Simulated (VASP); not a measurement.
Here is a VASP 6.6.1 calculation.

The input INCAR:

```
PREC     = Accurate       # precision mode
ENCUT    = 520            # plane-wave cutoff, eV
EDIFF    = 1E-7           # SCF threshold, eV
ISMEAR   = 0              # smearing method
SIGMA    = 0.05           # smearing width, eV
LREAL    = F              # projectors in reciprocal space
LASPH    = T              # aspherical terms in the spheres
NELM     = 60             # most SCF steps
ALGO     = Normal         # electronic algorithm
ISIF     = 2              # what is computed and relaxed
LWAVE    = F              # write WAVECAR
LCHARG   = F              # write CHGCAR
GGA      = CA             # functional
NBANDS   = 28             # bands
```

KPOINTS

```
regular mesh
0
Gamma
  6 6 6
```

Contents of POSCAR:

```
CsSrF3
1.0
    4.6203495997      0.0000000000      0.0000000000
    0.0000000000      4.6203495997      0.0000000000
    0.0000000000      0.0000000000      4.6917983048
Cs Sr F
1 1 3
Direct
    0.0000000000      0.0000000000      0.0000000000
    0.5000000000      0.5000000000      0.5000000000
    0.0000000000      0.5000000000      0.5000000000
    0.5000000000      0.0000000000      0.5000000000
    0.5000000000      0.5000000000      0.0000000000
```

Potentials or basis: VASP PAW LDA potentials, release 64 (Cs_sv, Sr_sv, F).

Run with:

```sh
$ cat potpaw_LDA.64/Cs_sv/POTCAR potpaw_LDA.64/Sr_sv/POTCAR potpaw_LDA.64/F/POTCAR > POTCAR
$ mpirun -np 1 vasp_std > vasp.out
```

**Question.** Predict the pressure.

**Answer.** 0.6 GPa.

**Question.** Estimate the band gap on the k mesh.

**Answer.** 6.28 eV, direct.

Stress tensor (GPa, compression positive):
```
 1.08  0.00  0.00
 0.00  1.08  0.00
 0.00  0.00 -0.50
```

Caveat: the cell differs from its parent crystal (strain -0.030 along x and y, -0.015 along z); spin-orbit coupling is left out, which moves the levels of the heavy elements. A k mesh can miss the band edges.
